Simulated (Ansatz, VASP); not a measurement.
# Ru in VASP and in Ansatz

```xyz
2
Lattice="2.8050 0.0000 0.0000 -1.4025 2.4292 0.0000 0.0000 0.0000 4.4015" Properties=species:S:1:pos:R:3 pbc="T T T"
Ru    0.0000    1.6195    1.1004
Ru    1.4025    0.8097    3.3011
```

Alike in both runs: task single point; functional BLYP; k mesh 21 × 21 × 12; occupations fermi-dirac, width 0.05 eV; collinear spin.

|  | VASP | Ansatz |
| --- | --- | --- |
| version | VASP 6.6.1 | Ansatz 0.2.0 |
| potentials or method | VASP PAW PBE potentials, release 64 (Ru_pv), cutoff 520 eV | plane waves (420 eV) with PAW, scalar-relativistic |
| valence electrons in the cell | 28 | 32 |

VASP gave:

```
pressure (GPa)                                                : -9.0
traceless stress, the component that is largest in VASP (GPa) : 0.06
net moment per atom (μB)                                      : 0.00
```

Q: Which values does Ansatz return?

A: Pressure (GPa): -9.5; traceless stress, the component that is largest in VASP (GPa): 0.02; net moment per atom (μB): 0.00.

VASP's potentials were made for PBE, not for BLYP. VASP's potentials hold 28 valence electrons a cell and Ansatz's 32, so a difference there can come from the potentials and not from the codes. Ansatz's warnings: seeded moment not kept.
